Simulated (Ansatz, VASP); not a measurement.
# Si16CO: VASP beside Ansatz

```
Si C O
1.0
     7.73541    0.00000    0.00000
     0.00000    7.73541    0.00000
     0.00000    0.00000   22.11192
Si C O
16 1 1
Direct
  0.00000 0.25000 0.18090
  0.00000 0.75000 0.18090
  0.50000 0.25000 0.18090
  0.50000 0.75000 0.18090
  0.00000 0.00000 0.24274
  0.00000 0.50000 0.24274
  0.50000 0.00000 0.24274
  0.50000 0.50000 0.24274
  0.25000 0.00000 0.30620
  0.25000 0.50000 0.30620
  0.75000 0.00000 0.30620
  0.75000 0.50000 0.30620
  0.25000 0.25000 0.36686
  0.25000 0.75000 0.36686
  0.75000 0.25000 0.36686
  0.75000 0.75000 0.36686
  0.50000 0.75000 0.32570
  0.52744 0.77744 0.37638
```

Alike in both runs: task single point; functional PBE; k mesh 4 × 4 × 1; occupations gaussian, width 0.05 eV; no spin polarisation.

```csv
,VASP,Ansatz
version,VASP 6.6.1,Ansatz 0.2.0
potentials or method,"VASP PAW PBE potentials, release 64 (Si, C, O), cutoff 520 eV","scalar-relativistic, plane waves, PAW"
valence electrons in the cell,74,74
```

|  | VASP | Ansatz | Ansatz less VASP |
| --- | --- | --- | --- |
| gap on the k mesh at the Fermi level (eV) | none | none | - |
| rms of the force components (eV/Å) | 2.116 | 1.968 | -0.1487 |

Atom by atom the forces differ by 0.155 eV/Å (rms over components). A gap of «none» marks a metal or a gap that the smearing closes. The functional is the same, so the differences come from potentials, cutoffs and numerics.

Noted on VASP's run: the standard files for N, O and F lose accuracy on very short bonds.
